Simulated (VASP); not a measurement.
# Ta (P6_3/mmc) in VASP: single point with BLYP

Aim: the single point of Ta with BLYP.

Program: VASP 6.6.1. These are calculated values, not measurements. Logs are shortened: lines on timing, memory, paths and dates and some standing lists are left out, and cuts for length are marked.

## (1) The cell of the first run

It takes space group P6_3/mmc (No. 194, hexagonal). Conventional cell: a = 2.902 Å, b = 2.902 Å, c = 10.209 Å, α = 90.00°, β = 90.00°, γ = 120.00°. Ta (site symmetry -3m) has 12 Ta at 2.90 to 3.05 Å within 3.8 Å. Ta (site symmetry -6m2) has 12 Ta at 2.90 to 3.05 Å within 3.8 Å.

This isn't the form of Ta at room conditions, which is bcc.

## (2) Single point, BLYP (18.61 Å³/atom)

The input, INCAR:

```
SYSTEM = Ta
PREC = Accurate
ENCUT = 500
EDIFF = 1E-6
ISMEAR = -1
SIGMA = 0.1
LREAL = .False.
LASPH = .True.
NELM = 120
ALGO = Normal
ISIF = 2
LWAVE = .False.
LCHARG = .False.
GGA = B5
ALDAX = 1.0
AGGAX = 1.0
AGGAC = 1.0
ALDAC = 0.0
NBANDS = 34
GGA_COMPAT = .False.
```

The input, KPOINTS:

```
regular mesh
0
Gamma
  14 14 4
  0 0 0
```

The input, POSCAR:

```
Ta
1.0
    2.9015054923      0.0000000000      0.0000000000
   -1.4507527462      2.5127774656      0.0000000000
    0.0000000000      0.0000000000     10.2087335811
Ta
4
Direct
    1.0000000000      1.0000000000      1.0000000000
    0.0000000000      0.0000000000      0.5000000000
    0.3333333333      0.6666666667      0.2500000000
    0.6666666667      0.3333333333      0.7500000000
```

Potentials or basis: VASP PAW PBE potentials, release 64 (Ta_sv_GW).

The run is started by

```console
> cat potpaw_PBE.64/Ta_sv_GW/POTCAR > POTCAR
> mpirun -np 1 vasp_std > vasp.out
```

OUTCAR:

```text
SYSTEM = Ta
   PREC = Accurate
   ENCUT = 500
   EDIFF = 1E-6
   ISMEAR = -1
   LREAL = .False.
   LASPH = .True.
   NELM = 120
   ISIF = 2
   GGA = B5

 ion  position               nearest neighbor table
   1  0.000  0.000  0.000-   3 3.05   4 3.05   4 3.05   3 3.05   4 3.05   3 3.05
   2  0.000  0.000  0.500-   3 3.05   4 3.05   4 3.05   3 3.05   4 3.05   3 3.05
   3  0.333  0.667  0.250-   1 3.05   2 3.05   1 3.05   2 3.05   1 3.05   2 3.05
   4  0.667  0.333  0.750-   1 3.05   2 3.05   1 3.05   2 3.05   1 3.05   2 3.05

  LATTYP: Found a hexagonal cell.
 ALAT       =     2.9015054923
 C/A-ratio  =     3.5184264197

  Lattice vectors:

 A1 = (   2.9015054923,   0.0000000000,   0.0000000000)
 A2 = (  -1.4507527462,   2.5127774656,   0.0000000000)
 A3 = (   0.0000000000,   0.0000000000,  10.2087335811)

Analysis of symmetry for initial positions (statically):
=====================================================================
 Subroutine PRICEL returns:
 Original cell was already a primitive cell.

 Routine SETGRP: Setting up the symmetry group for a
 hexagonal supercell.

 Subroutine GETGRP returns: Found 24 space group operations
 (whereof 12 operations were pure point group operations)
 out of a pool of 24 trial point group operations.

The static configuration has the point symmetry D_3d.
 The point group associated with its full space group is D_6h.

Analysis of symmetry for dynamics (positions and initial velocities):
=====================================================================
 Subroutine PRICEL returns:
 Original cell was already a primitive cell.

 Routine SETGRP: Setting up the symmetry group for a
 hexagonal supercell.

 Subroutine GETGRP returns: Found 24 space group operations
 (whereof 12 operations were pure point group operations)
 out of a pool of 24 trial point group operations.

The dynamic configuration has the point symmetry D_3d.
 The point group associated with its full space group is D_6h.

 Subroutine INISYM returns: Found 24 space group operations
 (whereof 12 operations are pure point group operations),
 and found     1 'primitive' translations

----------------------------------------------------------------------------------------

                                     Primitive cell

  volume of cell :      74.4302

  direct lattice vectors                    reciprocal lattice vectors
[... 77 lines left out ...]
   dimension x,y,z NGXF=    48 NGYF=   48 NGZF=  160
   ions per type =               4
   NGX,Y,Z   is equivalent  to a cutoff of  13.75, 13.75, 13.03 a.u.
   NGXF,Y,Z  is equivalent  to a cutoff of  27.50, 27.50, 26.06 a.u.
 SYSTEM =  Ta
   PREC   = accura    normal or accurate (medium, high low for compatibility)
   ISTART =      0    job   : 0-new  1-cont  2-samecut
   ICHARG =      2    charge: 1-file 2-atom 10-const
   ISPIN  =      1    spin polarized calculation?
   LNONCOLLINEAR =      F non collinear calculations
   LSORBIT =      F    spin-orbit coupling
   LASPH  =      T    aspherical Exc in radial PAW
   ENCUT  =  500.0 eV  36.75 Ry    6.06 a.u.   5.29  5.29 18.61*2*pi/ulx,y,z
   NELM   =    120;   NELMIN=  2; NELMDL= -5     # of ELM steps
   EDIFF  = 0.1E-05   stopping-criterion for ELM
   LREAL  =      F    real-space projection
[... 7 lines left out ...]
   TEBEG  =    0.0;   TEEND  =   0.0 temperature during run
   PSTRESS=    0.0 pullay stress
   NELECT =      52.0000    total number of electrons
   NUPDOWN=      -1.0000    fix difference up-down
   EMIN   =  10.00;   EMAX   =-10.00  energy-range for DOS
   EFERMI =   0.00;   METHOD = LEGACY
   ISMEAR =    -1;   SIGMA  =   0.10  broadening in eV -4-tet -1-fermi 0-gaus
   EFERMI_NEDOS =   21; number of points for ismear=-14 and -15
   IALGO  =     38    algorithm
   IMIX   =      4    mixing-type and parameters
     AMIX     =   0.40;   BMIX     =  1.00
     AMIX_MAG =   1.60;   BMIX_MAG =  1.00
  volume/ion in A,a.u.               =      18.61       125.57
  Fermi-wavevector in a.u.,A,eV,Ry     =   1.452645  2.745101 28.710710  2.110178
  Thomas-Fermi vector in A             =   2.570003
   LORBIT       =      0    0 simple, 1 ext, 2 COOP (PROOUT), +10 PAW based schemes
   GGA     = B5    functional components
   LHFCALC =     F    Hartree Fock is set to
   AEXX    =    0.0000 exact exchange contribution
   IVDW    =     0    specifies the selected vdW correction
   LEPSILON=     F    determine dielectric tensor
   LRPA    =     F    only Hartree local field effects (RPA)
 non-spin polarized calculation
  energy-cutoff  :      500.00
  volume of cell :       74.43
 maximum number of plane-waves:      1910
 NGX is ok and might be reduce to    24
   NGX = 11   NGY = 11   NGZ = 37

 number of electron      52.0000002 magnetization

 Free energy of the ion-electron system (eV)
  ---------------------------------------------------
  ext. energy  EPLUGINS =         0.00000000
  ---------------------------------------------------
  free energy    TOTEN  =       -50.18681680 eV

  energy without entropy =      -50.01985767  energy(sigma->0) =      -50.10333724

 E-fermi :  11.0288     XC(G=0): -12.2323

 val. band max:       11.0280271806   @ k =   0.2143   0.2143   0.2500
 cond. band min:      11.0307056966   @ k =   0.2143   0.0714   0.2500
 fundamental gap:      0.0026785160
 Fermi energy:        11.0288458767

 k-point     1 :       0.0000    0.0000    0.0000
  band No.  band energies     occupation
      1     -56.3078      2.00000
      2     -56.2954      2.00000
      3     -56.2173      2.00000
      4     -56.2048      2.00000
      5     -23.4576      2.00000
      6     -23.0620      2.00000
[... 877 lines left out ...]
     33      15.0261      0.00000
     34      15.6072      0.00000

 [... further k-points ...]
[... 5 lines left out ...]
  --------------------------------------------------------------------------------------
  -------------------------------------------------------------------------------------
  Total        3.3702674      3.3702674      3.3598334     -0.0000000     -0.0000000      0.0000000
  in kB       72.5480341     72.5480341     72.3234326     -0.0000000     -0.0000000      0.0000000
  external PRESSURE =      72.4731669 kB  Pullay stress =       0.0000000 kB

 VOLUME and BASIS-vectors are now :
 -----------------------------------------------------------------------------
  energy-cutoff  :      500.00
  volume of cell :       74.43
      direct lattice vectors                 reciprocal lattice vectors
     2.901505492  0.000000000  0.000000000     0.344648667  0.198983001  0.000000000
    -1.450752746  2.512777466  0.000000000     0.000000000  0.397966001  0.000000000
     0.000000000  0.000000000 10.208733581     0.000000000  0.000000000  0.097955343

 POSITION                                       TOTAL-FORCE (eV/Angst)
 -----------------------------------------------------------------------------------
      0.00000      0.00000      0.00000         0.000000      0.000000     -0.000000
      0.00000      0.00000      5.10437         0.000000      0.000000     -0.000000
     -0.00000      1.67518      2.55218        -0.000000     -0.000000      0.000000
      1.45075      0.83759      7.65655        -0.000000      0.000000      0.000000
 -----------------------------------------------------------------------------------
    total drift:                               -0.000000      0.000000      0.000000

  FREE ENERGIE OF THE ION-ELECTRON SYSTEM (eV)
  ---------------------------------------------------
  free  energy   TOTEN  =       -50.1868167992 eV

  energy  without entropy=      -50.0198576738  energy(sigma->0) =      -50.10333724
```

Wall time 2.8 min (1 thread of Intel Xeon Platinum 8175M at 2.50GHz (Skylake/Cascade Lake), shared host); peak memory 0.29 GiB.

What came out:

* Free energy: -50.1868 eV
* Pressure: 7.2 GPa
* Band gap on the k mesh: zero (bands 26 and 27 overlap by 1.07 eV)

Levels at points of the mesh, in eV from the Fermi level:
```
           k point  band 22  band 23  band 24  band 25  band 26  band 27  band 28  band 29  band 30  band 31
(0.00, 0.00, 0.00)    -1.08    -0.49     0.35     0.41     0.41     0.51     0.51     0.83     0.83     0.96
(0.50, 0.00, 0.00)    -2.40    -2.14    -1.13    -0.32     0.43     0.72     1.87     2.49     2.54     2.59
(0.00, 0.00, 0.50)    -0.76    -0.49    -0.49     0.51     0.51     0.51     0.51     0.82     0.82     0.82
(0.50, 0.00, 0.50)    -3.09    -1.15    -1.15     0.59     0.59     1.19     1.19     1.38     1.38     4.35
```

Caveat: the cell stands under pressure; the PAW data sets were made with another functional, which shifts forces and pressure a little; spin-orbit coupling is left out, which moves the levels of the heavy elements.
